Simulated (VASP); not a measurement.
# InSb (R-3m) in VASP: a series of runs

Runs on InSb. Level: PBE+D3(BJ). Tasks: single point.

Everything below comes from runs of VASP 6.6.1. Logs are shortened: lines on timing, memory, paths and dates and some standing lists are left out, and cuts for length are marked.

## 1. The cell of the first run

Symmetry: R-3m, No. 166, trigonal system. Conventional cell: a = 5.067 Å, b = 5.067 Å, c = 7.447 Å, α = 90.00°, β = 90.00°, γ = 120.00°. In (site symmetry -3m) has 8 Sb at 3.18 to 3.72 Å and 6 In at 3.84 Å within 4.2 Å. Within 4.2 Å of Sb (site symmetry -3m) lie 8 In at 3.18 to 3.72 Å and 6 Sb at 3.84 Å.

## 2. Single point, PBE+D3(BJ)

The input, INCAR:

```
SYSTEM = InSb
PREC = Accurate
ENCUT = 520
EDIFF = 1E-6
ISMEAR = 0
SIGMA = 0.15
LREAL = .FALSE.
LASPH = .TRUE.
NELM = 100
ALGO = Fast
ISIF = 2
LWAVE = .FALSE.
LCHARG = .FALSE.
GGA = PE
IVDW = 12
NBANDS = 16
```

The input, KPOINTS:

```
Automatic mesh
0
G
  14 14 14
  0 0 0
```

The input, POSCAR:

```
InSb
1.0
    3.8220135653      0.2388758478      0.2388758478
    0.2388758478      3.8220135653      0.2388758478
    0.2388758478      0.2388758478      3.8220135653
In Sb
1 1
Direct
    0.0000000000      0.0000000000      0.0000000000
    0.5000000000      0.5000000000      0.5000000000
```

Potentials or basis: VASP PAW PBE potentials, release 64 (In_d, Sb).

On the command line:

```console
$ cat potpaw_PBE.64/In_d/POTCAR potpaw_PBE.64/Sb/POTCAR > POTCAR
$ mpirun -np 1 vasp_std > vasp.out
```

OUTCAR:

```text
SYSTEM = InSb
   PREC = Accurate
   ENCUT = 520
   EDIFF = 1E-6
   ISMEAR = 0
   LREAL = .FALSE.
   LASPH = .TRUE.
   NELM = 100
   ISIF = 2
   GGA = PE
   IVDW = 12
 IVDW          = 12

 ion  position               nearest neighbor table
   1  0.000  0.000  0.000-   2 3.18   2 3.18   2 3.18   2 3.18   2 3.18   2 3.18   2 3.72   2 3.72

   2  0.500  0.500  0.500-   1 3.18   1 3.18   1 3.18   1 3.18   1 3.18   1 3.18   1 3.72   1 3.72

  LATTYP: Found a trigonal (rhomboedric) cell.
 ALAT       =     3.8369142595
 COS(alpha) =     0.1279069767

  Lattice vectors:

 A1 = (   3.8220135653,   0.2388758478,   0.2388758478)
 A2 = (   0.2388758478,   3.8220135653,   0.2388758478)
 A3 = (   0.2388758478,   0.2388758478,   3.8220135653)

Analysis of symmetry for initial positions (statically):
=====================================================================
 Subroutine PRICEL returns:
 Original cell was already a primitive cell.

 Routine SETGRP: Setting up the symmetry group for a
 trigonal (rhombohedral) supercell.

 Subroutine GETGRP returns: Found 12 space group operations
 (whereof 12 operations were pure point group operations)
 out of a pool of 12 trial point group operations.

The static configuration has the point symmetry D_3d.

Analysis of symmetry for dynamics (positions and initial velocities):
=====================================================================
 Subroutine PRICEL returns:
 Original cell was already a primitive cell.

 Routine SETGRP: Setting up the symmetry group for a
 trigonal (rhombohedral) supercell.

 Subroutine GETGRP returns: Found 12 space group operations
 (whereof 12 operations were pure point group operations)
 out of a pool of 12 trial point group operations.

The dynamic configuration has the point symmetry D_3d.

 Subroutine INISYM returns: Found 12 space group operations
 (whereof 12 operations are pure point group operations),
 and found     1 'primitive' translations

----------------------------------------------------------------------------------------

                                     Primitive cell

  volume of cell :      55.2042

  direct lattice vectors                    reciprocal lattice vectors
     3.822013565  0.238875848  0.238875848     0.263580280 -0.015504722 -0.015504722
     0.238875848  3.822013565  0.238875848    -0.015504722  0.263580280 -0.015504722
     0.238875848  0.238875848  3.822013565    -0.015504722 -0.015504722  0.263580280

  length of vectors
     3.836914259  3.836914259  3.836914259     0.264490750  0.264490750  0.264490750

  position of ions in fractional coordinates (direct lattice)
     0.000000000  0.000000000  0.000000000
     0.500000000  0.500000000  0.500000000

  ion indices of the primitive-cell ions
   primitive index   ion index
                 1           1
                 2           2

----------------------------------------------------------------------------------------

 KPOINTS: Automatic mesh

Automatic generation of k-mesh.
 Grid dimensions read from file:
 generate k-points for:   14   14   14

 Generating k-lattice:

  Cartesian coordinates                     Fractional coordinates (reciprocal lattice)
     0.018827163 -0.001107480 -0.001107480     0.071428571 -0.000000000  0.000000000
    -0.001107480  0.018827163 -0.001107480    -0.000000000  0.071428571  0.000000000
    -0.001107480 -0.001107480  0.018827163    -0.000000000 -0.000000000  0.071428571

  Length of vectors
     0.018892196  0.018892196  0.018892196

  Shift w.r.t. Gamma in fractional coordinates (k-lattice)
     0.000000000  0.000000000  0.000000000

 Subroutine IBZKPT returns following result:
 ===========================================

 Found    288 irreducible k-points:

 Following reciprocal coordinates:
            Coordinates               Weight
  0.000000  0.000000  0.000000      1.000000
  0.071429  0.000000  0.000000      6.000000
  0.142857 -0.000000  0.000000      6.000000
  0.214286  0.000000  0.000000      6.000000
  0.285714 -0.000000 -0.000000      6.000000
  0.357143  0.000000  0.000000      6.000000
[... 16 lines left out ...]
  0.214286  0.142857  0.000000     12.000000
  0.285714  0.142857  0.000000     12.000000
 [... further k-points ...]
   k-points           NKPTS =    288   k-points in BZ     NKDIM =    288   number of bands    NBANDS=     16
   number of dos      NEDOS =    301   number of ions     NIONS =      2
   total plane-waves  NPLWV =  27000
   dimension x,y,z NGX =    30 NGY =   30 NGZ =   30
   dimension x,y,z NGXF=    60 NGYF=   60 NGZF=   60
   ions per type =               1   1
   NGX,Y,Z   is equivalent  to a cutoff of  13.00, 13.00, 13.00 a.u.
   NGXF,Y,Z  is equivalent  to a cutoff of  26.00, 26.00, 26.00 a.u.
 SYSTEM =  InSb
   PREC   = accura    normal or accurate (medium, high low for compatibility)
   ISTART =      0    job   : 0-new  1-cont  2-samecut
   ICHARG =      2    charge: 1-file 2-atom 10-const
   ISPIN  =      1    spin polarized calculation?
   LNONCOLLINEAR =      F non collinear calculations
   LSORBIT =      F    spin-orbit coupling
   LASPH  =      T    aspherical Exc in radial PAW
   ENCUT  =  520.0 eV  38.22 Ry    6.18 a.u.   7.13  7.13  7.13*2*pi/ulx,y,z
   NELM   =    100;   NELMIN=  2; NELMDL= -5     # of ELM steps
   EDIFF  = 0.1E-05   stopping-criterion for ELM
   LREAL  =      F    real-space projection
   EDIFFG = 0.1E-04   stopping-criterion for IOM
   NSW    =      0    number of steps for IOM
   IBRION =     -1    ionic relax: 0-MD 1-quasi-New 2-CG
   NFREE  =      0    steps in history (QN), initial steepest desc. (CG)
   ISIF   =      2    stress and relaxation
   ISYM   =      2    0-nonsym 1-usesym 2-fastsym
   POTIM  = 0.5000    time-step for ionic-motion
   TEBEG  =    0.0;   TEEND  =   0.0 temperature during run
   PSTRESS=    0.0 pullay stress
   NELECT =      18.0000    total number of electrons
   NUPDOWN=      -1.0000    fix difference up-down
   EMIN   =  10.00;   EMAX   =-10.00  energy-range for DOS
   EFERMI =   0.00;   METHOD = LEGACY
   ISMEAR =     0;   SIGMA  =   0.15  broadening in eV -4-tet -1-fermi 0-gaus
   EFERMI_NEDOS =   21; number of points for ismear=-14 and -15
   IALGO  =     68    algorithm
   IMIX   =      4    mixing-type and parameters
     AMIX     =   0.40;   BMIX     =  1.00
     AMIX_MAG =   1.60;   BMIX_MAG =  1.00
  volume/ion in A,a.u.               =      27.60       186.27
  Fermi-wavevector in a.u.,A,eV,Ry     =   1.126787  2.129318 17.274616  1.269648
  Thomas-Fermi vector in A             =   2.263470
   LORBIT       =      0    0 simple, 1 ext, 2 COOP (PROOUT), +10 PAW based schemes
   GGA     = PE    functional components
   LHFCALC =     F    Hartree Fock is set to
   AEXX    =    0.0000 exact exchange contribution
   IVDW    =    12    specifies the selected vdW correction
   LEPSILON=     F    determine dielectric tensor
   LRPA    =     F    only Hartree local field effects (RPA)
 non-spin polarized calculation
 RMM-DIIS sequential band-by-band and
 Gauss-broadening in eV      SIGMA  =   0.15
  energy-cutoff  :      520.00
  volume of cell :       55.20
 maximum number of plane-waves:      1510
 NGX is ok and might be reduce to    30
   NGX = 15   NGY = 15   NGZ = 15

 number of electron      18.0000004 magnetization

 Free energy of the ion-electron system (eV)
  ---------------------------------------------------
  ext. energy  EPLUGINS =         0.00000000
  ---------------------------------------------------
  free energy    TOTEN  =        -6.43948424 eV

  energy without entropy =       -6.42729314  energy(sigma->0) =       -6.43338869

 E-fermi :   7.4407     XC(G=0): -10.0389

 val. band max:        7.4017532345   @ k =  -0.2857   0.5000   0.1429
 cond. band min:       7.4566223399   @ k =   0.2143   0.1429   0.0000
 fundamental gap:      0.0548691053
 Fermi energy:         7.4406913412

 k-point     1 :       0.0000    0.0000    0.0000
  band No.  band energies     occupation
      1      -7.0913      2.00000
      2      -7.0913      2.00000
      3      -7.0004      2.00000
      4      -6.9993      2.00000
      5      -6.9993      2.00000
      6      -3.9012      2.00000
[... 8 lines left out ...]
     15      15.4524      0.00000
     16      18.1779      0.00000

 k-point     2 :       0.0714    0.0000    0.0000
  band No.  band energies     occupation
      1      -7.0913      2.00000
      2      -7.0869      2.00000
      3      -7.0015      2.00000
      4      -7.0014      2.00000
      5      -6.9995      2.00000
      6      -3.8527      2.00000
[... 8 lines left out ...]
     15      15.3337      0.00000
     16      18.3146      0.00000

 k-point     3 :       0.1429   -0.0000    0.0000
  band No.  band energies     occupation
      1      -7.0914      2.00000
      2      -7.0747      2.00000
      3      -7.0072      2.00000
      4      -7.0057      2.00000
      5      -6.9992      2.00000
      6      -3.7085      2.00000
[... 8 lines left out ...]
     15      15.0887      0.00000
     16      18.5109      0.00000

 k-point     4 :       0.2143    0.0000    0.0000
  band No.  band energies     occupation
      1      -7.0920      2.00000
      2      -7.0575      2.00000
      3      -7.0151      2.00000
      4      -7.0118      2.00000
      5      -6.9984      2.00000
      6      -3.4738      2.00000
[... 8 lines left out ...]
     15      14.9037      0.00000
     16      17.9411      0.00000
[... 324 lines left out ...]
 k-point    22 :       0.1429    0.1429    0.0000
  band No.  band energies     occupation
      1      -7.0834      2.00000
      2      -7.0647      2.00000
      3      -7.0214      2.00000
      4      -7.0048      2.00000
      5      -7.0031      2.00000
      6      -3.5546      2.00000
[... 8 lines left out ...]
     15      14.9851      0.00000
     16      18.3339      0.00000

 k-point    23 :       0.2143    0.1429    0.0000
  band No.  band energies     occupation
      1      -7.0821      2.00000
      2      -7.0492      2.00000
      3      -7.0322      2.00000
      4      -7.0101      2.00000
      5      -7.0022      2.00000
      6      -3.3374      2.00000
[... 8 lines left out ...]
     15      15.0160      0.00000
     16      17.9183      0.00000

 k-point    24 :       0.2857    0.1429    0.0000
  band No.  band energies     occupation
      1      -7.0838      2.00000
      2      -7.0415      2.00000
      3      -7.0318      2.00000
      4      -7.0166      2.00000
      5      -6.9996      2.00000
      6      -3.0399      2.00000
[... 8 lines left out ...]
     15      15.8839      0.00000
     16      17.4645      0.00000

 [... further k-points ...]

------------------------ aborting loop because EDIFF is reached ----------------------------------------

 Edisp (eV)   -0.82081

 E8    (eV) :    -0.3931

  FORCE on cell =-STRESS in cart. coord.  units (eV):
  Direction    XX          YY          ZZ          XY          YZ          ZX
  --------------------------------------------------------------------------------------
  -------------------------------------------------------------------------------------
  Total      -0.54674    -0.54674    -0.54674    -0.21047    -0.21047    -0.21047
  in kB     -15.86788   -15.86788   -15.86788    -6.10849    -6.10849    -6.10849
  external pressure =      -15.87 kB  Pullay stress =        0.00 kB

 VOLUME and BASIS-vectors are now :
 -----------------------------------------------------------------------------
  energy-cutoff  :      520.00
  volume of cell :       55.20
      direct lattice vectors                 reciprocal lattice vectors
     3.822013565  0.238875848  0.238875848     0.263580280 -0.015504722 -0.015504722
     0.238875848  3.822013565  0.238875848    -0.015504722  0.263580280 -0.015504722
     0.238875848  0.238875848  3.822013565    -0.015504722 -0.015504722  0.263580280

 POSITION                                       TOTAL-FORCE (eV/Angst)
 -----------------------------------------------------------------------------------
      0.00000      0.00000      0.00000        -0.000000     -0.000000     -0.000000
      2.14988      2.14988      2.14988         0.000000      0.000000      0.000000
 -----------------------------------------------------------------------------------
    total drift:                                0.000000     -0.000000     -0.000000

  FREE ENERGIE OF THE ION-ELECTRON SYSTEM (eV)
  ---------------------------------------------------
  free  energy   TOTEN  =        -7.2602918118 eV

  energy  without entropy=       -7.2481007173  energy(sigma->0) =       -7.25419626
```

Wall time 4.5 min (1 thread of Oxide Virtual Turin-like, shared host); peak memory 0.36 GiB.

Results:

```yaml
Free_energy: -7.2603 eV
Pressure: -1.6 GPa
Band_gap_on_the_k_mesh: zero (bands 9 and 10 overlap by 2.75 eV)
Dispersion_energy_per_atom: -0.410 eV
```

Levels at points of the mesh, in eV from the Fermi level:
```tsv
k point	band 6	band 7	band 8	band 9	band 10	band 11	band 12	band 13
(0.00, 0.00, 0.00)	-11.34	-1.96	-0.99	-0.99	0.29	4.25	4.25	6.61
(0.50, 0.00, 0.00)	-9.76	-7.01	0.79	0.98	1.97	3.09	3.24	4.77
(0.50, 0.50, 0.00)	-8.49	-4.55	-4.04	-4.01	1.01	5.12	5.51	6.25
(0.50, 0.50, 0.50)	-7.91	-3.97	-1.71	-1.71	-0.88	-0.55	0.07	0.07
```

Caveat: spin-orbit coupling is left out, which moves the levels of the heavy elements.

(Part 1 of 2 ends here.)

The gap in the log of VASP goes by the Fermi energy; the results here count the filled bands.